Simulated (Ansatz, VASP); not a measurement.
**Ir: VASP beside Ansatz**

```xyz
4
Lattice="2.8928 0.0000 0.0000 -1.4464 2.5052 0.0000 0.0000 0.0000 9.4528" Properties=species:S:1:pos:R:3 pbc="T T T"
Ir    1.4464    2.5052    9.4528
Ir    1.4464    2.5052    4.7264
Ir    0.0000    1.6702    2.3632
Ir    1.4464    0.8351    7.0896
```

Alike in both runs: task single point; functional BLYP; k mesh 15 × 15 × 4; occupations fermi-dirac, width 0.1 eV; no spin polarisation.

|  | VASP | Ansatz |
| --- | --- | --- |
| version | VASP 6.6.1 | Ansatz 0.2.0 |
| potentials or method | VASP PAW PBE potentials, release 64 (Ir), cutoff 520 eV | plane waves (420 eV) with PAW, scalar-relativistic |
| valence electrons in the cell | 36 | 68 |

|  | VASP | Ansatz | Ansatz less VASP |
| --- | --- | --- | --- |
| pressure (GPa) | -22.9 | -24.3 | -1.41 |
| traceless stress, the component that is largest in VASP (GPa) | -0.14 | -0.13 | +0.009 |

VASP's potentials were made for PBE, not for BLYP. VASP's potentials hold 36 valence electrons a cell and Ansatz's 68, so a difference there can come from the potentials and not from the codes.

Neither program's run includes spin-orbit coupling.
